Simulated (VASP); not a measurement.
# C in VASP: further runs

Runs on C. Level: PBE. Tasks: single point.

All numbers are computed with VASP 6.6.1; they aren't measurements. Logs are shortened: lines on timing, memory, paths and dates and some standing lists are left out, and cuts for length are marked.

## (1) The cell of the first run

It takes space group P2/m (No. 10, monoclinic). The conventional cell has a = 1.586 Å, b = 1.550 Å, c = 2.145 Å, α = 90.00°, β = 92.75°, γ = 90.00°. C (site symmetry 2/m) has 10 C at 1.55 to 2.22 Å within 2.3 Å.

The cell was generated, and may not be a known phase.

## (2) Single point, PBE

The input, INCAR:

```
SYSTEM = C
PREC     = Accurate       ! precision mode
ENCUT    = 520            ! plane-wave cutoff, eV
EDIFF    = 1E-6           ! SCF threshold, eV
ISMEAR   = 0              ! smearing method
SIGMA    = 0.1            ! smearing width, eV
LREAL    = .False.        ! projectors in reciprocal space
LASPH    = .True.         ! aspherical terms in the spheres
NELM     = 100            ! most SCF steps
ALGO     = Normal         ! electronic algorithm
ISIF     = 2              ! what is computed and relaxed
LWAVE    = .False.        ! write WAVECAR
LCHARG   = .False.        ! write CHGCAR
GGA      = PE             ! functional
NBANDS   = 8              ! bands
```

The input, KPOINTS:

```
Automatic mesh
0
Gamma
  10 10 8
  0 0 0
```

The input, POSCAR:

```
C
1.0
    1.5858067200      0.0000000000      0.0000000000
    0.0000000000      1.5504077900      0.0000000000
   -0.1027796300      0.0000000000      2.1420951700
C
1
Direct
    0.5000000000      0.0000000000      0.0000000000
```

Potentials or basis: VASP PAW PBE potentials, release 64 (C).

Run with:

```
$ cat potpaw_PBE.64/C/POTCAR > POTCAR
$ mpirun -np 1 vasp_std > vasp.out
```

OUTCAR:

```text
SYSTEM = C
   PREC = Accurate
   ENCUT = 520
   EDIFF = 1E-6
   ISMEAR = 0
   LREAL = .False.
   LASPH = .True.
   NELM = 100
   ISIF = 2
   GGA = PE

 ion  position               nearest neighbor table
   1  0.500  0.000  0.000-

  LATTYP: Found a simple monoclinic cell.
 ALAT       =     1.5858067200
 B/A-ratio  =     0.9776776517
 C/A-ratio  =     1.3523460674
 COS(beta)  =    -0.0479257539

  Lattice vectors:

 A1 = (   1.5858067200,   0.0000000000,   0.0000000000)
 A2 = (   0.0000000000,   1.5504077900,   0.0000000000)
 A3 = (  -0.1027796300,   0.0000000000,   2.1420951700)

Analysis of symmetry for initial positions (statically):
=====================================================================
 Subroutine PRICEL returns:
 Original cell was already a primitive cell.

 Routine SETGRP: Setting up the symmetry group for a
 simple monoclinic supercell.

 Subroutine GETGRP returns: Found  4 space group operations
 (whereof  4 operations were pure point group operations)
 out of a pool of  4 trial point group operations.

The static configuration has the point symmetry C_2h.

Analysis of symmetry for dynamics (positions and initial velocities):
=====================================================================
 Subroutine PRICEL returns:
 Original cell was already a primitive cell.

 Routine SETGRP: Setting up the symmetry group for a
 simple monoclinic supercell.

 Subroutine GETGRP returns: Found  4 space group operations
 (whereof  4 operations were pure point group operations)
 out of a pool of  4 trial point group operations.

The dynamic configuration has the point symmetry C_2h.

 Subroutine INISYM returns: Found  4 space group operations
 (whereof  4 operations are pure point group operations),
 and found     1 'primitive' translations

----------------------------------------------------------------------------------------

                                     Primitive cell

  volume of cell :       5.2667

  direct lattice vectors                    reciprocal lattice vectors
     1.585806720  0.000000000  0.000000000     0.630593872  0.000000000  0.030256454
     0.000000000  1.550407790  0.000000000     0.000000000  0.644991599  0.000000000
    -0.102779630  0.000000000  2.142095170     0.000000000  0.000000000  0.466832666

  length of vectors
     1.585806720  1.550407790  2.144559481     0.631319321  0.644991599  0.466832666

[... 79 lines left out ...]
   LREAL  =      F    real-space projection
   EDIFFG = 0.1E-04   stopping-criterion for IOM
   NSW    =      0    number of steps for IOM
   IBRION =     -1    ionic relax: 0-MD 1-quasi-New 2-CG
   NFREE  =      0    steps in history (QN), initial steepest desc. (CG)
   ISIF   =      2    stress and relaxation
   ISYM   =      2    0-nonsym 1-usesym 2-fastsym
   POTIM  = 0.5000    time-step for ionic-motion
   TEBEG  =    0.0;   TEEND  =   0.0 temperature during run
   PSTRESS=    0.0 pullay stress
   NELECT =       4.0000    total number of electrons
   NUPDOWN=      -1.0000    fix difference up-down
   EMIN   =  10.00;   EMAX   =-10.00  energy-range for DOS
   EFERMI =   0.00;   METHOD = LEGACY
   ISMEAR =     0;   SIGMA  =   0.10  broadening in eV -4-tet -1-fermi 0-gaus
   EFERMI_NEDOS =   21; number of points for ismear=-14 and -15
   IALGO  =     38    algorithm
   IMIX   =      4    mixing-type and parameters
     AMIX     =   0.40;   BMIX     =  1.00
     AMIX_MAG =   1.60;   BMIX_MAG =  1.00
  volume/ion in A,a.u.               =       5.27        35.54
  Fermi-wavevector in a.u.,A,eV,Ry     =   1.493653  2.822596 30.354606  2.231001
  Thomas-Fermi vector in A             =   2.606026
   LORBIT       =      0    0 simple, 1 ext, 2 COOP (PROOUT), +10 PAW based schemes
   GGA     = PE    functional components
   LHFCALC =     F    Hartree Fock is set to
   AEXX    =    0.0000 exact exchange contribution
   IVDW    =     0    specifies the selected vdW correction
   LEPSILON=     F    determine dielectric tensor
   LRPA    =     F    only Hartree local field effects (RPA)
 non-spin polarized calculation
 Gauss-broadening in eV      SIGMA  =   0.10
  energy-cutoff  :      520.00
  volume of cell :        5.27
 maximum number of plane-waves:       150
   NGX =  5   NGY =  5   NGZ =  7

 number of electron       4.0000000 magnetization

 Free energy of the ion-electron system (eV)
  ---------------------------------------------------
  ext. energy  EPLUGINS =         0.00000000
  ---------------------------------------------------
  free energy    TOTEN  =        -6.29976701 eV

  energy without entropy =       -6.29857000  energy(sigma->0) =       -6.29916850

 E-fermi :  11.2858     XC(G=0): -13.9528

 val. band max:       11.2533985663   @ k =   0.1000   0.5000   0.3750
 cond. band min:      11.3453548388   @ k =  -0.2000   0.4000   0.3750
 fundamental gap:      0.0919562724
 Fermi energy:        11.2857965975

 k-point     1 :       0.0000    0.0000    0.0000
  band No.  band energies     occupation
      1     -11.8391      2.00000
      2      10.7305      2.00000
      3      24.6584      0.00000
      4      26.8123      0.00000
      5      28.5460      0.00000
      6      45.7339      0.00000
      7      54.4589      0.00000
      8      63.4921      0.00000
[... 243 lines left out ...]
 k-point    24 :       0.5000    0.3000    0.0000
  band No.  band energies     occupation
      1       2.8681      2.00000
      2       4.2335      2.00000
      3      21.1597      0.00000
      4      21.8821      0.00000
      5      31.1870      0.00000
      6      42.2738      0.00000
      7      43.6656      0.00000
      8      46.6162      0.00000

 [... further k-points ...]

------------------------ aborting loop because EDIFF is reached ----------------------------------------

  FORCE on cell =-STRESS in cart. coord.  units (eV):
  Direction    XX          YY          ZZ          XY          YZ          ZX
  --------------------------------------------------------------------------------------
  -------------------------------------------------------------------------------------
  Total        2.6670390      3.0288279      1.5253603      0.0000000      0.0000000      0.4484797
  in kB      811.3439383    921.4042718    464.0321416      0.0000000      0.0000000    136.4326902
  external PRESSURE =     732.2601173 kB  Pullay stress =       0.0000000 kB

 VOLUME and BASIS-vectors are now :
 -----------------------------------------------------------------------------
  energy-cutoff  :      520.00
  volume of cell :        5.27
      direct lattice vectors                 reciprocal lattice vectors
     1.585806720  0.000000000  0.000000000     0.630593872  0.000000000  0.030256454
     0.000000000  1.550407790  0.000000000     0.000000000  0.644991599  0.000000000
    -0.102779630  0.000000000  2.142095170     0.000000000  0.000000000  0.466832666

 POSITION                                       TOTAL-FORCE (eV/Angst)
 -----------------------------------------------------------------------------------
      0.79290      0.00000      0.00000         0.000000      0.000000      0.000000
 -----------------------------------------------------------------------------------
    total drift:                                0.000000     -0.000000     -0.000000

  FREE ENERGIE OF THE ION-ELECTRON SYSTEM (eV)
  ---------------------------------------------------
  free  energy   TOTEN  =        -6.2997670098 eV

  energy  without entropy=       -6.2985699978  energy(sigma->0) =       -6.29916850
```

OSZICAR:

```text
N       E                     dE             d eps       ncg     rms          rms(c)
DAV:   1    -0.471905271404E+01   -0.47191E+01   -0.23226E+03  4656   0.462E+02
DAV:   2    -0.644782858765E+01   -0.17288E+01   -0.16490E+01  5320   0.322E+01
DAV:   3    -0.645047131840E+01   -0.26427E-02   -0.26426E-02  4648   0.133E+00
DAV:   4    -0.645047178209E+01   -0.46368E-06   -0.46223E-06  5640   0.163E-02
DAV:   5    -0.645047178083E+01    0.12524E-08   -0.56980E-10  4712   0.967E-05    0.305E+00
DAV:   6    -0.633223445809E+01    0.11824E+00   -0.10553E-01  4400   0.182E+00    0.179E+00
DAV:   7    -0.629936768380E+01    0.32867E-01   -0.10037E-01  4688   0.180E+00    0.438E-01
DAV:   8    -0.629978116101E+01   -0.41348E-03   -0.95722E-04  4224   0.222E-01    0.285E-02
DAV:   9    -0.629976513045E+01    0.16031E-04   -0.60154E-05  4920   0.474E-02    0.150E-02
DAV:  10    -0.629976719830E+01   -0.20678E-05   -0.17307E-06  4720   0.118E-02    0.571E-03
DAV:  11    -0.629976700980E+01    0.18849E-06   -0.18082E-07  2304   0.234E-03
   1 F= -.62997670E+01 E0= -.62991685E+01  d E =-.119701E-02
```

It took 11 s on 1 thread of Intel Xeon 8259CL, shared host; peak memory 0.11 GiB.

What came out:

| Property | Result |
| --- | --- |
| Free energy | -6.2998 eV |
| Pressure | 73.2 GPa |
| Band gap on the k mesh | zero (bands 2 and 3 overlap by 6.15 eV) |

Caveat: the k points lie up to 0.41 Å⁻¹ apart, too coarse for converged energies and pressures of a metal.

## (3) Single point, PBE

This run uses another cell than the first one, of 9.43 Å³/atom.

The input, INCAR:

```
SYSTEM = C
PREC = Accurate
ENCUT = 520
EDIFF = 1E-6
ISMEAR = 0
SIGMA = 0.1
LREAL = .FALSE.
LASPH = .TRUE.
NELM = 60
ALGO = Normal
ISIF = 2
LWAVE = .FALSE.
LCHARG = .FALSE.
GGA = PE
NBANDS = 8
```

The input, KPOINTS:

```
Automatic mesh
0
G
  10 10 8
  0 0 0
```

The input, POSCAR:

```
C
1.0
    1.6148206962      0.0000000000      0.0208878337
    0.0000000000      1.6148929382      0.0000000000
   -0.0764449692      0.0000000000      3.6146728689
C
1
Direct
    0.5000000000      0.0000000000      0.0000000000
```

Potentials or basis: VASP PAW PBE potentials, release 64 (C).

Run with:

```
$ cat potpaw_PBE.64/C/POTCAR > POTCAR
$ mpirun -np 1 vasp_std > vasp.out
```

It took 11 s on 1 thread of Intel Xeon 8259CL, shared host; peak memory 0.12 GiB.

The run converged. Its results:

| Quantity | Value |
| --- | --- |
| Free energy | -6.6960 eV |
| Pressure | 0.3 GPa |
| Band gap on the k mesh | zero (bands 2 and 3 overlap by 1.45 eV) |

Stress tensor (GPa, compression positive):
```
0.31 0.00 0.02
0.00 0.34 0.00
0.02 0.00 0.13
```

Levels at points of the mesh, in eV from the Fermi level:
```csv
k point,band 1,band 2,band 3,band 4,band 5,band 6
"(0.00, 0.00, 0.00)",-19.79,-6.69,3.87,15.60,15.60,24.91
"(0.50, 0.00, 0.00)",-10.72,-6.91,1.85,14.61,17.27,17.97
"(0.00, 0.50, 0.00)",-10.72,-6.91,1.86,14.62,17.27,17.96
"(0.50, 0.50, 0.00)",-3.25,-3.25,7.57,8.64,13.58,26.91
"(0.00, 0.00, 0.50)",-19.63,-8.07,9.50,15.21,15.61,15.61
"(0.50, 0.00, 0.50)",-10.66,-6.76,1.22,11.24,19.73,21.49
"(0.00, 0.50, 0.50)",-10.66,-6.76,1.22,11.24,19.73,21.49
"(0.50, 0.50, 0.50)",-3.23,-3.23,7.76,8.38,13.82,24.19
```

Caveat: the k points lie up to 0.39 Å⁻¹ apart, too coarse for converged energies and pressures of a metal.

## (4) Single point, PBE, collinear spin

This run uses another cell than the first one, of 9.43 Å³/atom.

The input, INCAR:

```
PREC     = Accurate       # precision mode
ENCUT    = 520            # plane-wave cutoff, eV
EDIFF    = 1E-7           # SCF threshold, eV
ISMEAR   = 0              # smearing method
SIGMA    = 0.1            # smearing width, eV
LREAL    = False          # projectors in reciprocal space
LASPH    = True           # aspherical terms in the spheres
NELM     = 150            # most SCF steps
ALGO     = Normal         # electronic algorithm
ISIF     = 2              # what is computed and relaxed
LWAVE    = False          # write WAVECAR
LCHARG   = False          # write CHGCAR
ISPIN    = 2              # spin polarisation
MAGMOM   = 1              # initial moments
LORBIT   = 11             # projections on sites
GGA      = PE             # functional
NBANDS   = 12             # bands
```

The input, KPOINTS:

```
regular mesh
0
Gamma
  10 10 6
```

The input, POSCAR:

```
C
1.0
    1.6149243608      0.0000000000      0.0000000000
    0.0000000000      1.6149243608      0.0000000000
    0.0000000000      0.0000000000      3.6154811274
C
1
Direct
    0.5000000000      0.5000000000      0.0000000000
```

Run with:

```
$ cat potpaw_PBE.64/C/POTCAR > POTCAR
$ mpirun -np 1 vasp_std > vasp.out
```

Run time: 22 s. Hardware: 1 thread of Intel Xeon 8259CL, shared host; peak memory 0.12 GiB.

It converged, with:

```yaml
Free_energy: -6.6957 eV
Pressure: 0.2 GPa
Band_gap_on_the_k_mesh: zero (filled and empty bands overlap)
Net_moment: 0.00 μB per cell
Valence_electrons_inside_the_program's_atomic_spheres: C 2.37
```

Stress tensor (GPa, compression positive):
```
0.36 0.00 0.00
0.00 0.36 0.00
0.00 0.00 0.02
```

Levels at points of the mesh, in eV from the Fermi level:
Spin up:
```csv
k point,band 1,band 2,band 3,band 4,band 5
"(0.00, 0.00, 0.00)",-19.84,-6.74,3.82,15.55,15.55
"(0.50, 0.00, 0.00)",-10.76,-6.96,1.81,14.57,17.22
"(0.50, 0.50, 0.00)",-3.30,-3.30,7.52,8.59,13.53
"(0.00, 0.00, 0.50)",-19.68,-8.11,9.46,15.16,15.56
"(0.50, 0.00, 0.50)",-10.71,-6.81,1.17,11.19,19.68
"(0.50, 0.50, 0.50)",-3.27,-3.27,7.71,8.34,13.77
```
Spin down:
```tsv
k point	band 1	band 2	band 3	band 4	band 5
(0.00, 0.00, 0.00)	-19.84	-6.74	3.82	15.55	15.55
(0.50, 0.00, 0.00)	-10.76	-6.96	1.81	14.57	17.22
(0.50, 0.50, 0.00)	-3.30	-3.30	7.52	8.59	13.53
(0.00, 0.00, 0.50)	-19.68	-8.11	9.46	15.16	15.56
(0.50, 0.00, 0.50)	-10.71	-6.81	1.17	11.19	19.68
(0.50, 0.50, 0.50)	-3.27	-3.27	7.71	8.34	13.77
```

Caveat: the k points lie up to 0.39 Å⁻¹ apart, too coarse for converged energies and pressures of a metal.

## (5) Summary

| spin | cell | k mesh | gap on the mesh (eV) | pressure (GPa) |
| --- | --- | --- | --- | --- |
| off | a = 1.586, b = 1.550, c = 2.145 Å, angles 90.0, 92.7, 90.0°, 1 atom | 10 × 10 × 8 | none | 73.2 |
| off | a = 1.615, b = 1.615, c = 3.615 Å, angles 90.0, 90.5, 90.0°, 1 atom | 10 × 10 × 8 | none | 0.3 |
| collinear | a = 1.615, b = 1.615, c = 3.615 Å, 1 atom | 10 × 10 × 6 | none | 0.2 |

Alike in all rows: task single point; level PBE; potentials or basis VASP PAW PBE potentials, release 64 (C); cutoff (eV) 520; smearing gaussian 0.1 eV.

Caveats: all runs use coarse meshes.

Absolute energies hang on the potentials; compare differences alone.

The gap in the log of VASP goes by the Fermi energy; the results here count the filled bands.